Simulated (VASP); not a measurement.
Crystal: Na2Be.

```xyz
3
Lattice="4.2074 0.0000 0.0000 -2.1037 3.6437 0.0000 0.0000 0.0000 2.9593" Properties=species:S:1:pos:R:3 pbc="T T T"
Na    0.0000    2.4291    1.4797
Na    2.1037    1.2146    1.4797
Be    0.0000    0.0000    0.0000
```

| Item | Value |
| --- | --- |
| Program | VASP 6.6.1 |
| Task | relaxation of cell and atoms |
| Functional | PBE |
| Potentials or basis | VASP PAW PBE potentials, release 64 (Na_pv, Be) |
| Cutoff | 600 eV |
| k mesh | 6 × 6 × 6 |
| Occupations | gaussian, width 0.1 eV |
| Spin | no spin polarisation |

At the start: pressure 16.2 GPa; volume 15.12 Å³/atom.

Problem. How do energy, volume and symmetry change on relaxing?

Solution. Over 7 steps the energy falls by 333.9 meV/atom and the volume is 22.25 Å³/atom (+47.1 %); space group P6/mmm (No. 191, to 0.05 Å).

Step by step:
| step | energy change (eV) | largest force (eV/Å) | pressure (GPa) | volume (Å³) |
| --- | --- | --- | --- | --- |
| 1 | 0.0000 | 0.0000 | 16.18 | 45.37 |
| 2 | -0.7843 | 0.0000 | 4.90 | 56.08 |
| 3 | -0.9672 | 0.0000 | 0.85 | 64.20 |
| 4 | -0.9842 | 0.0000 | -0.23 | 67.52 |
| 5 | -0.9847 | 0.0000 | -0.42 | 68.22 |
| 6 | -0.9953 | 0.0000 | -0.33 | 67.65 |
| 7 | -1.0017 | 0.0000 | -0.14 | 66.74 |

Final structure:
```
Na Be
1.0
     5.05656    0.00000    0.00000
    -2.52828    4.37911    0.00000
     0.00000    0.00000    3.01392
Na Be
2 1
Direct
  0.33333 0.66667 0.50000
  0.66667 0.33333 0.50000
  0.00000 0.00000 0.00000
```

Caveat: the volume moved by over 15 % at a fixed basis, so the end points are rough.
